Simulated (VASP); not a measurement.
Here is a VASP 6.6.1 calculation.

INCAR

```
ALGO = Normal
EDIFF = 1E-7
EDIFFG = -0.01
ENCUT = 500
GGA = PE
GGA_COMPAT = False
IBRION = 2
ISIF = 3
ISMEAR = 0
LASPH = True
LCHARG = False
LREAL = False
LWAVE = False
NELM = 120
NELMIN = 4
NSW = 100
PREC = Accurate
SIGMA = 0.1
```

File KPOINTS:

```
k-points
0
Gamma
  8 8 6
```

The input POSCAR:

```
Ta2Al5
1.0
    4.5271521407     -2.5212151109      0.0000000000
    4.5271521407      2.5212151109      0.0000000000
   -0.5566765190      0.0000000000      5.0998633524
Ta Al
2 5
Direct
    0.6555811781      0.6555811781      0.0919024214
    0.3444188219      0.3444188219      0.9080975786
    0.7438910752      0.2561089248      0.5000000000
    0.2561089248      0.7438910752      0.5000000000
    0.2345029030      0.2345029030      0.3719331608
    0.7654970970      0.7654970970      0.6280668392
    0.0000000000      0.0000000000      0.0000000000
```

Potentials or basis: VASP PAW PBE potentials, release 64 (Ta_pv, Al).

Launch:

```sh
$ cat potpaw_PBE.64/Ta_pv/POTCAR potpaw_PBE.64/Al/POTCAR > POTCAR
$ mpirun -np 1 vasp_std > vasp.out
```

Problem. Estimate the band gap on the k mesh.

Solution. Zero (an odd number of electrons rules out a gap without spin polarisation).

Step by step:
```tsv
step	energy change (eV)	largest force (eV/Å)	pressure (GPa)	volume (Å³)
1	0.0000	0.0682	0.05	116.42
2	-0.0020	0.0555	-0.08	116.51
3	-0.0023	0.0552	-0.16	116.56
4	-0.0028	0.0288	0.12	116.29
5	-0.0028	0.0252	0.09	116.32
6	-0.0029	0.0203	-0.04	116.44
7	-0.0029	0.0198	-0.06	116.45
8	-0.0030	0.0087	-0.01	116.41
```

Caveat: spin-orbit coupling is left out, which moves the levels of the heavy elements.
